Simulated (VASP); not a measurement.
Crystal: Al.

```
CELL_PARAMETERS angstrom
0.00000 2.78500 2.78500
2.78500 0.00000 2.78500
2.78500 2.78500 0.00000
ATOMIC_POSITIONS crystal
Al 0.00000 0.00000 0.00000
Al 0.25000 0.25000 0.25000
```

| Item | Value |
| --- | --- |
| Program | VASP 6.6.1 |
| Task | relaxation of cell and atoms |
| Functional | PBEsol |
| Potentials or basis | VASP PAW PBE potentials, release 64 (Al) |
| Cutoff | 600 eV |
| k mesh | 8 × 8 × 8 |
| Occupations | fermi-dirac, width 0.05 eV |
| Spin | no spin polarisation |

At the start: pressure 13.8 GPa; volume 21.60 Å³/atom.

Task: Where does the relaxation end?

Result: Over 3 steps the energy falls by 193.9 meV/atom and the volume is 26.92 Å³/atom (+24.6 %); space group Fd-3m (No. 227, to 0.05 Å).

The path:
```tsv
step	energy change (eV)	largest force (eV/Å)	pressure (GPa)	volume (Å³)
1	0.0000	0.0000	13.85	43.20
2	-0.3791	0.0000	-1.35	55.96
3	-0.3877	0.0000	0.10	53.84
```

Final structure:
```cif
data_structure
_symmetry_space_group_name_H-M 'P 1'
_symmetry_Int_Tables_number 1
_cell_length_a 4.2384
_cell_length_b 4.2384
_cell_length_c 4.2384
_cell_angle_alpha 60.000
_cell_angle_beta 60.000
_cell_angle_gamma 60.000
_cell_volume 53.84
loop_
_atom_site_label
_atom_site_type_symbol
_atom_site_fract_x
_atom_site_fract_y
_atom_site_fract_z
_atom_site_occupancy
Al1 Al 0.00000 0.00000 0.00000 1
Al2 Al 0.25000 0.25000 0.25000 1
```

Caveat: the volume moved by over 15 % at a fixed basis, so the end points are rough; the PAW data sets were made with another functional, which shifts forces and pressure a little.
